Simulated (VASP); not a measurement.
# ZnSe5 (P-62m) in VASP: a series of runs, part 2 of 3

VASP 6.6.1.

## 3. Single point, PBE

This run uses another cell than the first one, of 21.61 Å³/atom, 0.987 times its volume.

INCAR

```
SYSTEM = ZnSe5
PREC = Accurate
ENCUT = 520
EDIFF = 1E-6
ISMEAR = 0
SIGMA = 0.1
LREAL = .False.
LASPH = .True.
NELM = 100
ALGO = Normal
ISIF = 2
LWAVE = .False.
LCHARG = .False.
GGA = PE
NBANDS = 30
```

KPOINTS

```
Automatic mesh
0
Gamma
  3 3 6
  0 0 0
```

POSCAR

```
ZnSe5
1.0
    6.3881793428      0.0000000000      0.0000000000
   -3.1940896714      5.5323255948      0.0000000000
    0.0000000000      0.0000000000      3.6695323359
Zn Se
1 5
Direct
    0.0000000000      0.0000000000      0.5000000000
    0.6848394343      0.0000000000      0.0000000000
    0.6666666667      0.3333333333      0.5000000000
    0.3151605657      0.3151605657      0.0000000000
    0.3333333333      0.6666666667      0.5000000000
    0.0000000000      0.6848394343      0.0000000000
```

Potentials or basis: VASP PAW PBE potentials, release 64 (Zn, Se).

Run with:

```bash
cat potpaw_PBE.64/Zn/POTCAR potpaw_PBE.64/Se/POTCAR > POTCAR
mpirun -np 1 vasp_std > vasp.out
```

OUTCAR:

```text
SYSTEM = ZnSe5
   PREC = Accurate
   ENCUT = 520
   EDIFF = 1E-6
   ISMEAR = 0
   LREAL = .False.
   LASPH = .True.
   NELM = 100
   ISIF = 2
   GGA = PE

 ion  position               nearest neighbor table
   1  0.000  0.000  0.500-   2 2.72   2 2.72   6 2.72   4 2.72   4 2.72   6 2.72
   2  0.685  0.000  0.000-   1 2.72   1 2.72
   3  0.667  0.333  0.500-
   4  0.315  0.315  0.000-   1 2.72   1 2.72
   5  0.333  0.667  0.500-
   6  0.000  0.685  0.000-   1 2.72   1 2.72

  LATTYP: Found a hexagonal cell.
 ALAT       =     6.3881793428
 C/A-ratio  =     0.5744253783

  Lattice vectors:

 A1 = (   6.3881793428,   0.0000000000,   0.0000000000)
 A2 = (  -3.1940896714,   5.5323255948,   0.0000000000)
 A3 = (   0.0000000000,   0.0000000000,   3.6695323359)

Analysis of symmetry for initial positions (statically):
=====================================================================
 Subroutine PRICEL returns:
 Original cell was already a primitive cell.

 Routine SETGRP: Setting up the symmetry group for a
 hexagonal supercell.

 Subroutine GETGRP returns: Found 12 space group operations
 (whereof 12 operations were pure point group operations)
 out of a pool of 24 trial point group operations.

The static configuration has the point symmetry D_3h.

Analysis of symmetry for dynamics (positions and initial velocities):
=====================================================================
 Subroutine PRICEL returns:
 Original cell was already a primitive cell.

 Routine SETGRP: Setting up the symmetry group for a
 hexagonal supercell.

 Subroutine GETGRP returns: Found 12 space group operations
 (whereof 12 operations were pure point group operations)
 out of a pool of 24 trial point group operations.

The dynamic configuration has the point symmetry D_3h.

 Subroutine INISYM returns: Found 12 space group operations
 (whereof 12 operations are pure point group operations),
 and found     1 'primitive' translations

----------------------------------------------------------------------------------------

                                     Primitive cell

  volume of cell :     129.6867

  direct lattice vectors                    reciprocal lattice vectors
     6.388179343  0.000000000  0.000000000     0.156539124  0.090377906  0.000000000
    -3.194089671  5.532325595  0.000000000     0.000000000  0.180755811  0.000000000
     0.000000000  0.000000000  3.669532336     0.000000000  0.000000000  0.272514290

  length of vectors
     6.388179343  6.388179343  3.669532336     0.180755811  0.180755811  0.272514290

  position of ions in fractional coordinates (direct lattice)
     0.000000000  0.000000000  0.500000000
     0.684839434  0.000000000  0.000000000
     0.666666667  0.333333333  0.500000000
     0.315160566  0.315160566  0.000000000
     0.333333333  0.666666667  0.500000000
     1.000000000  0.684839434  0.000000000

  ion indices of the primitive-cell ions
   primitive index   ion index
                 1           1
                 2           2
[... 29 lines left out ...]
 Found     12 irreducible k-points:

 Following reciprocal coordinates:
            Coordinates               Weight
  0.000000  0.000000  0.000000      1.000000
  0.333333  0.000000  0.000000      6.000000
  0.333333  0.333333  0.000000      2.000000
  0.000000  0.000000  0.166667      2.000000
  0.333333  0.000000  0.166667     12.000000
  0.333333  0.333333  0.166667      4.000000
  0.000000  0.000000  0.333333      2.000000
  0.333333  0.000000  0.333333     12.000000
  0.333333  0.333333  0.333333      4.000000
  0.000000  0.000000  0.500000      1.000000
  0.333333  0.000000  0.500000      6.000000
  0.333333  0.333333  0.500000      2.000000
   k-points           NKPTS =     12   k-points in BZ     NKDIM =     12   number of bands    NBANDS=     30
   number of dos      NEDOS =    301   number of ions     NIONS =      6
   total plane-waves  NPLWV =  64512
   dimension x,y,z NGX =    48 NGY =   48 NGZ =   28
   dimension x,y,z NGXF=    96 NGYF=   96 NGZF=   56
   ions per type =               1   5
   NGX,Y,Z   is equivalent  to a cutoff of  12.49, 12.49, 12.69 a.u.
   NGXF,Y,Z  is equivalent  to a cutoff of  24.98, 24.98, 25.37 a.u.
 SYSTEM =  ZnSe5
   PREC   = accura    normal or accurate (medium, high low for compatibility)
   ISTART =      0    job   : 0-new  1-cont  2-samecut
   ICHARG =      2    charge: 1-file 2-atom 10-const
   ISPIN  =      1    spin polarized calculation?
   LNONCOLLINEAR =      F non collinear calculations
   LSORBIT =      F    spin-orbit coupling
   LASPH  =      T    aspherical Exc in radial PAW
   ENCUT  =  520.0 eV  38.22 Ry    6.18 a.u.  11.88 11.88  6.82*2*pi/ulx,y,z
   NELM   =    100;   NELMIN=  2; NELMDL= -5     # of ELM steps
   EDIFF  = 0.1E-05   stopping-criterion for ELM
   LREAL  =      F    real-space projection
   EDIFFG = 0.1E-04   stopping-criterion for IOM
   NSW    =      0    number of steps for IOM
   IBRION =     -1    ionic relax: 0-MD 1-quasi-New 2-CG
   NFREE  =      0    steps in history (QN), initial steepest desc. (CG)
   ISIF   =      2    stress and relaxation
   ISYM   =      2    0-nonsym 1-usesym 2-fastsym
   POTIM  = 0.5000    time-step for ionic-motion
   TEBEG  =    0.0;   TEEND  =   0.0 temperature during run
   PSTRESS=    0.0 pullay stress
   NELECT =      42.0000    total number of electrons
   NUPDOWN=      -1.0000    fix difference up-down
   EMIN   =  10.00;   EMAX   =-10.00  energy-range for DOS
   EFERMI =   0.00;   METHOD = LEGACY
   ISMEAR =     0;   SIGMA  =   0.10  broadening in eV -4-tet -1-fermi 0-gaus
   EFERMI_NEDOS =   21; number of points for ismear=-14 and -15
   IALGO  =     38    algorithm
   IMIX   =      4    mixing-type and parameters
     AMIX     =   0.40;   BMIX     =  1.00
     AMIX_MAG =   1.60;   BMIX_MAG =  1.00
  volume/ion in A,a.u.               =      21.61       145.86
  Fermi-wavevector in a.u.,A,eV,Ry     =   1.124241  2.124507 17.196645  1.263918
  Thomas-Fermi vector in A             =   2.260912
   LORBIT       =      0    0 simple, 1 ext, 2 COOP (PROOUT), +10 PAW based schemes
   GGA     = PE    functional components
   LHFCALC =     F    Hartree Fock is set to
   AEXX    =    0.0000 exact exchange contribution
   IVDW    =     0    specifies the selected vdW correction
   LEPSILON=     F    determine dielectric tensor
   LRPA    =     F    only Hartree local field effects (RPA)
 non-spin polarized calculation
 Gauss-broadening in eV      SIGMA  =   0.10
  energy-cutoff  :      520.00
  volume of cell :      129.69
 maximum number of plane-waves:      3519
 NGX is ok and might be reduce to    48
   NGX = 23   NGY = 23   NGZ = 13

 number of electron      42.0000000 magnetization

 Free energy of the ion-electron system (eV)
  ---------------------------------------------------
  ext. energy  EPLUGINS =         0.00000000
  ---------------------------------------------------
  free energy    TOTEN  =       -17.18799352 eV

  energy without entropy =      -17.17106709  energy(sigma->0) =      -17.17953031

 E-fermi :   4.1974     XC(G=0): -10.0789

 val. band max:        4.0705083402   @ k =   0.3333   0.0000   0.3333
 cond. band min:       4.2561831021   @ k =   0.0000   0.0000   0.5000
 fundamental gap:      0.1856747619
 Fermi energy:         4.1973834981

 k-point     1 :       0.0000    0.0000    0.0000
  band No.  band energies     occupation
      1     -11.3766      2.00000
      2      -9.0534      2.00000
      3      -8.8990      2.00000
      4      -8.8990      2.00000
      5      -7.0622      2.00000
      6      -2.6681      2.00000
[... 385 lines left out ...]
     29       9.1764      0.00000
     30      12.8743      0.00000

------------------------ aborting loop because EDIFF is reached ----------------------------------------

  FORCE on cell =-STRESS in cart. coord.  units (eV):
  Direction    XX          YY          ZZ          XY          YZ          ZX
  --------------------------------------------------------------------------------------
  -------------------------------------------------------------------------------------
  Total        0.1707286      0.1707286      0.1410476      0.0000000      0.0000000      0.0000000
  in kB        2.1092173      2.1092173      1.7425321      0.0000000      0.0000000      0.0000000
  external PRESSURE =       1.9869889 kB  Pullay stress =       0.0000000 kB

 VOLUME and BASIS-vectors are now :
 -----------------------------------------------------------------------------
  energy-cutoff  :      520.00
  volume of cell :      129.69
      direct lattice vectors                 reciprocal lattice vectors
     6.388179343  0.000000000  0.000000000     0.156539124  0.090377906  0.000000000
    -3.194089671  5.532325595  0.000000000     0.000000000  0.180755811  0.000000000
     0.000000000  0.000000000  3.669532336     0.000000000  0.000000000  0.272514290

 POSITION                                       TOTAL-FORCE (eV/Angst)
 -----------------------------------------------------------------------------------
      0.00000      0.00000      1.83477         0.000000     -0.000000      0.000000
      4.37488      0.00000      0.00000        -0.017415     -0.000000      0.000000
      3.19409      1.84411      1.83477         0.000000     -0.000000      0.000000
      1.00665      1.74357      0.00000         0.008708      0.015082      0.000000
     -0.00000      3.68822      1.83477         0.000000     -0.000000      0.000000
     -2.18744      3.78875      0.00000         0.008708     -0.015082      0.000000
 -----------------------------------------------------------------------------------
    total drift:                               -0.000003     -0.000006      0.000000

  FREE ENERGIE OF THE ION-ELECTRON SYSTEM (eV)
  ---------------------------------------------------
  free  energy   TOTEN  =       -17.1879935236 eV

  energy  without entropy=      -17.1710670941  energy(sigma->0) =      -17.17953031
```

OSZICAR:

```text
N       E                     dE             d eps       ncg     rms          rms(c)
DAV:   1     0.281983975753E+03    0.28198E+03   -0.18090E+04   720   0.134E+03
DAV:   2     0.128049166211E+02   -0.26918E+03   -0.25790E+03   796   0.291E+02
DAV:   3    -0.166510173245E+02   -0.29456E+02   -0.28613E+02   882   0.952E+01
DAV:   4    -0.173503962635E+02   -0.69938E+00   -0.69683E+00   828   0.152E+01
DAV:   5    -0.173569137018E+02   -0.65174E-02   -0.65162E-02   866   0.148E+00    0.777E+00
DAV:   6    -0.171898889807E+02    0.16702E+00   -0.58163E-01   930   0.198E+01    0.499E+00
DAV:   7    -0.171877128390E+02    0.21761E-02   -0.17226E-01   850   0.351E+00    0.155E+00
DAV:   8    -0.171878948701E+02   -0.18203E-03   -0.10374E-02   940   0.105E+00    0.229E-01
DAV:   9    -0.171879414202E+02   -0.46550E-04   -0.19035E-03   810   0.258E-01    0.846E-02
DAV:  10    -0.171879764976E+02   -0.35077E-04   -0.23201E-04   868   0.913E-02    0.343E-02
DAV:  11    -0.171879927700E+02   -0.16272E-04   -0.32913E-05   824   0.334E-02    0.108E-02
DAV:  12    -0.171879935236E+02   -0.75361E-06   -0.87292E-06   834   0.162E-02
   1 F= -.17187994E+02 E0= -.17179530E+02  d E =-.169264E-01
```

Run time: 21 s. Hardware: 1 thread of Intel Xeon 6975P-C (Granite Rapids), shared host; peak memory 0.26 GiB.

What came out:

```yaml
Free_energy: -17.1880 eV
Pressure: 0.2 GPa
Largest_force: 0.017 eV/Å
Band_gap_on_the_k_mesh: zero (band 21 reaches 4.96 eV, above the bottom of band 22 at 3.38 eV)
```

Forces in eV/Å, atoms in the order of the input:
```
Zn   0.000  0.000  0.000
Se  -0.017  0.000  0.000
Se   0.000  0.000  0.000
Se   0.009  0.015  0.000
Se   0.000  0.000  0.000
Se   0.009 -0.015  0.000
```

Levels at points of the mesh, in eV from the Fermi level:
```csv
k point,band 18,band 19,band 20,band 21,band 22,band 23,band 24,band 25
"(0.00, 0.00, 0.00)",-0.99,-0.97,-0.97,0.07,0.07,1.10,1.10,1.26
"(0.00, 0.00, 0.50)",-2.72,-2.72,-0.40,-0.40,0.06,1.04,1.04,2.43
```

Caveat: the k points lie up to 0.38 Å⁻¹ apart.

## 4. Single point, PBE

This run uses another cell than the first one, of 21.67 Å³/atom, 0.990 times its volume.

INCAR

```
PREC = Accurate
ENCUT = 520
EDIFF = 1E-7
ISMEAR = 0
SIGMA = 0.1
LREAL = False
LASPH = True
NELM = 80
ALGO = Normal
ISIF = 2
LWAVE = False
LCHARG = False
GGA = PE
NBANDS = 30
```

KPOINTS

```
regular mesh
0
Gamma
  6 6 10
```

POSCAR

```
ZnSe5
1.0
    6.4001365621      0.0000000000      0.0000000000
   -3.2000682811      5.5426808505      0.0000000000
    0.0000000000      0.0000000000      3.6653846619
Zn Se
1 5
Direct
    0.0000000000      0.0000000000      0.5000000000
    0.6810913863      0.0000000000      0.0000000000
    0.6666666667      0.3333333333      0.5000000000
    0.3189086137      0.3189086137      0.0000000000
    0.3333333333      0.6666666667      0.5000000000
    0.0000000000      0.6810913863      0.0000000000
```

Run with:

```bash
cat potpaw_PBE.64/Zn/POTCAR potpaw_PBE.64/Se/POTCAR > POTCAR
mpirun -np 1 vasp_std > vasp.out
```

Wall time 71 s (1 thread of Intel Xeon 6975P-C (Granite Rapids), shared host); peak memory 0.32 GiB.

It converged, with:

- Free energy: -17.1791 eV
- Pressure: 0.1 GPa
- Largest force: 0.008 eV/Å
- Band gap on the k mesh: zero (band 21 reaches 4.95 eV, above the bottom of band 22 at 3.39 eV)

Forces on the atoms (eV/Å):
```
Zn   0.000  0.000  0.000
Se  -0.008  0.000  0.000
Se   0.000  0.000  0.000
Se   0.004  0.007  0.000
Se   0.000  0.000  0.000
Se   0.004 -0.007  0.000
```

Levels at points of the mesh, in eV from the Fermi level:
```csv
k point,band 17,band 18,band 19,band 20,band 21,band 22,band 23,band 24,band 25,band 26
"(0.00, 0.00, 0.00)",-1.34,-1.09,-1.02,-1.02,-0.04,-0.04,1.10,1.10,1.30,2.80
"(0.50, 0.00, 0.00)",-2.77,-1.62,-1.60,-1.51,0.29,0.74,0.84,1.42,1.88,3.01
"(0.00, 0.00, 0.50)",-3.14,-2.78,-2.78,-0.49,-0.49,0.01,1.00,1.00,2.26,3.09
"(0.50, 0.00, 0.50)",-1.84,-1.81,-1.64,-1.41,-1.31,-0.26,-0.10,1.14,1.93,3.03
```

## 5. Relaxation of cell and atoms, PBE

INCAR

```
PREC = Accurate
ENCUT = 600
EDIFF = 1E-6
ISMEAR = 0
SIGMA = 0.1
LREAL = False
LASPH = True
NELM = 80
ALGO = Normal
ISIF = 3
LWAVE = False
LCHARG = False
GGA = PE
IBRION = 2
NSW = 90
EDIFFG = -0.04
```

KPOINTS

```
regular mesh
0
Gamma
  3 3 6
```

POSCAR

```
ZnSe5
1.0
    6.4984399507      0.0000000000      0.0000000000
   -3.2492199753      5.6278140823      0.0000000000
    0.0000000000      0.0000000000      3.5910674054
Zn Se
1 5
Direct
    0.0000000000      0.0000000000      0.5000000000
    0.6885760990      0.0000000000      0.0000000000
    0.6666666667      0.3333333333      0.5000000000
    0.3114239010      0.3114239010      0.0000000000
    0.3333333333      0.6666666667      0.5000000000
    0.0000000000      0.6885760990      0.0000000000
```

Run with:

```bash
cat potpaw_PBE.64/Zn/POTCAR potpaw_PBE.64/Se/POTCAR > POTCAR
mpirun -np 1 vasp_std > vasp.out
```

Run time: 2.1 min. Hardware: 1 thread of Intel Xeon 6975P-C (Granite Rapids), shared host; peak memory 0.31 GiB.

It converged, with:

| Property | Result |
| --- | --- |
| Free energy | -17.1882 eV |
| Relaxed volume | 21.67 Å³/atom |
| Relaxed cell | a = 6.392 Å, b = 6.392 Å, c = 3.674 Å, α = 90.00°, β = 90.00°, γ = 120.00° |
| Space group after relaxing (to 0.05 Å) | P-62m (No. 189) |
| Energy gained by relaxing | 4.4 meV/atom |
| Ionic steps | 7 |
| Pressure after relaxing | 0.0 GPa |
| Largest force after relaxing | 0.018 eV/Å |
| Band gap on the k mesh | zero (band 21 reaches 4.93 eV, above the bottom of band 22 at 3.36 eV) |

Forces on the atoms (eV/Å):
```
Zn   0.000  0.000  0.000
Se  -0.018  0.000  0.000
Se   0.000  0.000  0.000
Se   0.009  0.015  0.000
Se   0.000  0.000  0.000
Se   0.009 -0.015  0.000
```

Stress tensor (GPa, compression positive):
```
 0.09  0.00  0.00
 0.00  0.09  0.00
 0.00  0.00 -0.04
```

The path:
```
step  energy change (eV)  largest force (eV/Å)  pressure (GPa)  volume (Å³)
   1              0.0000                0.0491            0.00       131.33
   2             -0.0173                0.0554           -0.29       131.32
   3             -0.0221                0.0680           -0.51       131.29
   4             -0.0245                0.0567            0.18       129.76
   5             -0.0246                0.0581            0.10       129.96
   6             -0.0252                0.0477            0.07       129.97
   7             -0.0263                0.0177            0.05       130.00
```

Final structure:
```
CELL_PARAMETERS angstrom
6.39231 0.00000 0.00000
-3.19615 5.53590 0.00000
0.00000 0.00000 3.67352
ATOMIC_POSITIONS crystal
Zn 0.00000 0.00000 0.50000
Se 0.68477 0.00000 0.00000
Se 0.66667 0.33333 0.50000
Se 0.31523 0.31523 0.00000
Se 0.33333 0.66667 0.50000
Se 0.00000 0.68477 0.00000
```

Levels at points of the mesh, in eV from the Fermi level:
| k point | band 17 | band 18 | band 19 | band 20 | band 21 | band 22 | band 23 | band 24 | band 25 |
| --- | --- | --- | --- | --- | --- | --- | --- | --- | --- |
| (0.00, 0.00, 0.00) | -1.23 | -0.99 | -0.97 | -0.97 | 0.06 | 0.06 | 1.10 | 1.10 | 1.26 |
| (0.00, 0.00, 0.50) | -3.07 | -2.71 | -2.71 | -0.40 | -0.40 | 0.06 | 1.04 | 1.04 | 2.42 |

Caveat: the k points lie up to 0.38 Å⁻¹ apart in the final cell.

(Continued in part 3 of 3.)
